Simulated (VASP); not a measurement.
Wanted: the native input for a VASP 6.6.1 run.

```yaml
Task: single point
Functional: PBE
Potentials_or_basis: VASP PAW PBE potentials, release 64 (Ba_sv, S)
Cutoff: 520 eV
k_mesh: 10 × 10 × 8
Occupations: gaussian, width 0.05 eV
Spin: no spin polarisation
Dipole_correction: no
Further_INCAR_settings: ALGO = Normal; EDIFF = 1e-06; NBANDS = 15
```

The structure of BaS lies in POSCAR:

```
BaS
1.0
    4.3262463041      0.0256304189     -0.0246640051
   -2.1409265582      3.7957544287      0.0326216174
   -0.0224761818      0.0213502077      3.9674903877
Ba S
1 1
Direct
   -0.0145192232     -0.0035207924     -0.0015389846
    0.6811858899      0.3368541257      0.5015389846
```

This cell differs from its parent crystal: atoms moved at random and the cell strained at random.

One way to write it, as run:

INCAR

```
  PREC = Accurate
  ENCUT = 520
  EDIFF = 1E-6
  ISMEAR = 0
  SIGMA = 0.05
  LREAL = F
  LASPH = T
  NELM = 80
  ALGO = Normal
  ISIF = 2
  LWAVE = F
  LCHARG = F
  GGA = PE
  NBANDS = 15
```

KPOINTS

```
regular mesh
0
Gamma
  10 10 8
```

Potentials or basis: VASP PAW PBE potentials, release 64 (Ba_sv, S).

Run with:

```console
$ cat potpaw_PBE.64/Ba_sv/POTCAR potpaw_PBE.64/S/POTCAR > POTCAR
$ mpirun -np 1 vasp_std > vasp.out
```

It gave:

```yaml
Pressure: 1.0 GPa
Largest_force: 0.297 eV/Å
Band_gap_on_the_k_mesh: 1.97 eV
```

Caveat: the cell differs from its parent crystal (atoms moved at random and the cell strained at random); spin-orbit coupling is left out, which moves the levels of the heavy elements.

Run time: 94 s on 1 thread of Intel(R) Xeon(R) 6975P-C (Granite Rapids) (shared host), peak memory 0.49 GiB.
